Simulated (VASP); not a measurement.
Crystal: Be.

```
CELL_PARAMETERS angstrom
-1.26581 1.26581 1.26581
1.26581 -1.26581 1.26581
1.26581 1.26581 -1.26581
ATOMIC_POSITIONS crystal
Be 0.00000 0.00000 0.00000
```

This isn't the form of Be at room conditions, which is hcp.

- Program: VASP 6.6.1
- Task: relaxation of cell and atoms
- Functional: PBEsol
- Potentials or basis: VASP PAW PBE potentials, release 64 (Be)
- Cutoff: 600 eV
- k mesh: 17 × 17 × 17
- Occupations: fermi-dirac, width 0.1 eV
- Spin: no spin polarisation

At the start: pressure -4.9 GPa; volume 8.11 Å³/atom.

Task: Where does the relaxation end?

Result: Over 3 steps the energy falls by 5.3 meV/atom and the volume is 7.78 Å³/atom (-4.1 %); space group Im-3m (No. 229, to 0.1 Å) before and after.

The path:
| step | energy change (eV) | largest force (eV/Å) | pressure (GPa) | volume (Å³) |
| --- | --- | --- | --- | --- |
| 1 | 0.0000 | 0.0000 | -4.86 | 8.11 |
| 2 | -0.0051 | 0.0000 | -0.79 | 7.83 |
| 3 | -0.0053 | 0.0000 | -0.02 | 7.78 |

Final structure:
```
Be
1.0
    -1.24817    1.24817    1.24817
     1.24817   -1.24817    1.24817
     1.24817    1.24817   -1.24817
Be
1
Direct
  0.00000 0.00000 0.00000
```

Caveat: the PAW data sets were made with another functional, which shifts forces and pressure a little.
